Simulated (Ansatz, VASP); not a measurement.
# One calculation of BaF2, two programs

```
Ba F
1.0
     0.00000    2.99272    2.99272
     2.99272    0.00000    2.99272
     2.99272    2.99272    0.00000
Ba F
1 2
Direct
  0.00000 0.00000 0.00000
  0.25000 0.25000 0.25000
  0.75000 0.75000 0.75000
```

Alike in both runs: task single point; functional PBE; k mesh 6 × 6 × 6; occupations gaussian, width 0.02 eV; no spin polarisation.

|  | VASP | Ansatz |
| --- | --- | --- |
| version | VASP 6.6.1 | Ansatz 0.2.0 |
| potentials or method | VASP PAW PBE potentials, release 64 (Ba_sv, F), cutoff 600 eV | scalar-relativistic, plane waves, PAW |
| valence electrons in the cell | 24 | 24 |

```tsv
	VASP	Ansatz	Ansatz less VASP
gap on the k mesh at the Fermi level (eV)	7.25	7.33	+0.082
least direct gap on the mesh (eV)	7.37	7.48	+0.107
pressure (GPa)	11.1	9.4	-1.69
```

Neither program's run includes spin-orbit coupling.
